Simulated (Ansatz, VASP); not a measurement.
**SnTe in VASP and in Ansatz**

```
Sn Te
1.0
     4.03944    0.00000    0.00000
    -2.01972    3.49826    0.00000
     0.00000    0.00000    8.65168
Sn Te
1 1
Cartesian
  0.0000 0.0000 4.3258
  0.0000 0.0000 0.0000
```

Alike in both runs: task single point; functional PBE; k mesh 6 × 6 × 2; occupations gaussian, width 0.1 eV; no spin polarisation.

|  | VASP | Ansatz |
| --- | --- | --- |
| version | VASP 6.6.1 | Ansatz 0.2.0 |
| potentials or method | VASP PAW PBE potentials, release 64 (Sn_d, Te), cutoff 520 eV | scalar-relativistic, plane waves, PAW |
| valence electrons in the cell | 20 | 30 |

```tsv
	VASP	Ansatz	Ansatz less VASP
gap on the k mesh at the Fermi level (eV)	none	none	-
pressure (GPa)	-5.9	-5.9	+0.02
traceless stress, the component that is largest in VASP (GPa)	1.46	1.46	-0.001
```

A gap of «none» marks a metal or a gap that the smearing closes. The functional is the same, so the differences come from potentials, cutoffs and numerics. VASP's potentials hold 20 valence electrons a cell and Ansatz's 30, so a difference there can come from the potentials and not from the codes.

The k mesh is coarse, so the values compare programs but aren't converged. Spin-orbit coupling is off throughout.
